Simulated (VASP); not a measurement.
## Al3As: relaxation of cell and atoms with PBE

Crystal: Al3As.

```
Al As
1.0
    -1.94932    1.94932    4.35432
     1.94932   -1.94932    4.35432
     1.94932    1.94932   -4.35432
Al As
3 1
Cartesian
  0.0000 0.0000 4.3543
  1.9493 0.0000 2.1772
  0.0000 1.9493 2.1772
  0.0000 0.0000 0.0000
```

```json
{
  "Program": "VASP 6.6.1",
  "Task": "relaxation of cell and atoms",
  "Functional": "PBE",
  "Potentials or basis": "VASP PAW PBE potentials, release 64 (Al, As)",
  "Cutoff": "600 eV",
  "k mesh": "6 × 6 × 6",
  "Occupations": "gaussian, width 0.1 eV",
  "Spin": "no spin polarisation",
  "Dipole correction": "no",
  "Further INCAR settings": "ALGO = Fast; EDIFF = 1e-07; IBRION = 2; EDIFFG = -0.04; NSW = 90; ISIF = 3"
}
```

| Quantity | Value |
| --- | --- |
| Relaxed volume | 17.43 Å³/atom |
| Relaxed cell | a = 5.237 Å, b = 5.237 Å, c = 5.237 Å, α = 135.43°, β = 135.43°, γ = 64.87° |
| Space group after relaxing (to 0.05 Å) | I4/mmm (No. 139) |
| Energy gained by relaxing | 11.4 meV/atom |
| Ionic steps | 3 |
| Pressure after relaxing | 0.0 GPa |
| Band gap on the k mesh | zero (band 7 reaches 9.22 eV, above the bottom of band 8 at 5.49 eV) |

The path:
| step | energy change (eV) | largest force (eV/Å) | pressure (GPa) | volume (Å³) |
| --- | --- | --- | --- | --- |
| 1 | 0.0000 | 0.0000 | 4.27 | 66.18 |
| 2 | -0.0438 | 0.0000 | -0.76 | 70.50 |
| 3 | -0.0456 | 0.0000 | 0.01 | 69.74 |

Final structure:
```
CELL_PARAMETERS angstrom
-1.98602 1.98602 4.42009
1.98602 -1.98602 4.42009
1.98602 1.98602 -4.42009
ATOMIC_POSITIONS crystal
Al 0.50000 0.50000 0.00000
Al 0.25000 0.75000 0.50000
Al 0.75000 0.25000 0.50000
As 0.00000 0.00000 0.00000
```

Levels at points of the mesh, in eV from the Fermi level:
```tsv
k point	band 4	band 5	band 6	band 7	band 8	band 9	band 10	band 11
(0.00, 0.00, 0.00)	-2.75	-2.75	-1.37	-0.60	-0.60	-0.23	0.63	1.16
(0.50, 0.00, 0.00)	-5.43	-2.07	-0.40	0.23	0.64	1.33	2.46	2.72
(0.50, 0.50, 0.00)	-5.46	-5.09	-4.34	-0.86	0.22	0.27	0.66	6.86
(0.50, 0.50, 0.50)	-3.67	-3.58	-0.94	1.66	2.72	2.72	4.09	4.98
```

Wall time 51 s on 1 thread of Intel(R) Xeon(R) 6975P-C (Granite Rapids) (shared host), peak memory 0.27 GiB.

Caveat: the k points lie up to 0.37 Å⁻¹ apart in the final cell.
